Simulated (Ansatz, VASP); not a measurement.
# Two plane-wave programs on IrCl4

The input INCAR:

```
SYSTEM = IrCl4
PREC = Accurate
ENCUT = 500
EDIFF = 1E-6
ISMEAR = -1
SIGMA = 0.0213
LREAL = .False.
LASPH = .True.
NELM = 120
ALGO = Normal
ISIF = 2
LWAVE = .False.
LCHARG = .False.
GGA = PS
NBANDS = 26
GGA_COMPAT = .False.
```

The input KPOINTS:

```
regular mesh
0
Gamma
  6 6 10
  0 0 0
```

POSCAR

```
IrCl4
1.0
    3.9292380000      4.1259730000      0.0000000000
    3.9292380000     -4.1259730000      0.0000000000
    0.0000000000      0.0000000000     -3.5283360000
Cl Ir
4 1
Direct
    0.1894000000      0.8106000000      0.5000000000
    0.8106000000      0.1894000000      0.5000000000
    0.2852000000      0.2852000000      0.0000000000
    0.7148000000      0.7148000000      0.0000000000
    0.0000000000      0.0000000000      0.0000000000
```

Input for Ansatz:

```yaml
crystal:
  lattice:
    - [3.929238, 4.125973, 0.0]
    - [3.929238, -4.125973, 0.0]
    - [0.0, 0.0, -3.528336]
  atoms:
    - { symbol: Cl, position: [0.1894, 0.8106, 0.5] }
    - { symbol: Cl, position: [0.8106, 0.1894, 0.5] }
    - { symbol: Ir, position: [0.0, 0.0, 0.0] }
    - { symbol: Cl, position: [0.2852, 0.2852, 0.0] }
    - { symbol: Cl, position: [0.7148, 0.7148, 0.0] }
  symmetry: { tolerance: 0.0003 }
kpoints:
  mp_grid: { grid: [6, 6, 10], shift: [0, 0, 0] }
  band_path:
    path:
      - [0.0, 0.0, 0.0]
      - [0.5, -0.5, 0.0]
      - [0.52327265, -0.47672735, 0.0]
      - [0.47672735, 0.47672735, 0.0]
      - [0.0, 0.0, 0.0]
      - [0.0, 0.0, -0.5]
      - [0.47672735, 0.47672735, -0.5]
      - [0.52327265, -0.47672735, -0.5]
      - [0.5, -0.5, -0.5]
      - [0.5, -0.5, 0.0]
      - [0.0, 0.0, 0.0]
    npoints: 6
magnetization:
  spin_polarized: false
scf:
  occupations: { method: fermi_dirac, width: 0.0213 }
  lower_state_search: "off"
  max_iter: 200
hamiltonian:
  pseudopotentials: { kind: paw }
  xc: pbesol
basis:
  ecutwfc: 420
  fft_grid_basis: typed
output:
  forces: true
  stress: true
  eigenvalues: true
  bader: true
  populations: true
  elf: true
  write_potential: true
  volumetric_format: npy
  dos:
    e_range: [-12, 8]
    de: 0.05
    projected: { site_lists: { Cl: [Cl], Ir: [Ir] } }
checkpoint:
  read: saved_state
```

Alike in both runs: task single point; functional PBEsol; k mesh 6 × 6 × 10; occupations fermi-dirac, width 0.0213 eV; no spin polarisation.

|  | VASP | Ansatz |
| --- | --- | --- |
| version | VASP 6.6.1 | Ansatz 0.2.0 |
| potentials or method | VASP PAW PBE potentials, release 64 (Cl, Ir), cutoff 500 eV | PAW plane waves |
| valence electrons in the cell | 37 | 45 |

```csv
,VASP,Ansatz,Ansatz less VASP
pressure (GPa),0.0,-0.1,-0.16
rms of the force components (eV/Å),0.214,0.200,-0.0135
```

VASP's potentials were made for PBE, not for PBEsol. VASP's potentials hold 37 valence electrons a cell and Ansatz's 45, so a difference there can come from the potentials and not from the codes.

Neither program's run includes spin-orbit coupling.
